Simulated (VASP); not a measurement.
A run of VASP 6.6.1 is set up as follows.

The input INCAR:

```
  ALGO = Normal
  EDIFF = 1E-6
  ENCUT = 520
  ISIF = 2
  ISMEAR = 0
  LASPH = T
  LCHARG = F
  LREAL = F
  LWAVE = F
  NBANDS = 35
  NELM = 80
  PREC = Accurate
  SIGMA = 0.05
```

The input KPOINTS:

```
k-points
0
Gamma
  6 4 8
```

The input POSCAR:

```
Al2O3
1.0
    4.4088822837      0.0000000000      0.0000000000
    0.0000000000      9.1901962919      0.0000000000
    0.0000000000      0.0000000000      2.7366208711
Al O
4 6
Direct
    0.4138788494      0.3309999366      0.5000000000
    0.5861211506      0.6690000634      0.5000000000
    0.9138788494      0.1690000634      0.0000000000
    0.0861211506      0.8309999366      0.0000000000
    0.7315554251      0.2226862107      0.5000000000
    0.0000000000      0.0000000000      0.0000000000
    0.7684445749      0.7226862107      0.0000000000
    0.2315554251      0.2773137893      0.0000000000
    0.2684445749      0.7773137893      0.5000000000
    0.5000000000      0.5000000000      0.5000000000
```

Potentials or basis: VASP PAW LDA potentials, release 64 (Al, O).

Run with:

```console
$ cat potpaw_LDA.64/Al/POTCAR potpaw_LDA.64/O/POTCAR > POTCAR
$ mpirun -np 1 vasp_std > vasp.out
```

Problem. What does it give for the band gap on the k mesh?

Solution. 3.95 eV, direct.

Problem. What does it give for the largest force?

Solution. 1.538 eV/Å.

Problem. What does it give for the pressure?

Solution. 38.4 GPa.

Stress tensor (GPa, compression positive):
```
29.07  0.00  0.00
 0.00 36.00  0.00
 0.00  0.00 50.04
```

Caveat: the cell differs from its parent crystal (strain -0.040 along x and y, -0.080 along z); forces of over 1 eV/Å act on the atoms, so gaps and moduli don't describe the material at rest. A k mesh can miss the band edges.
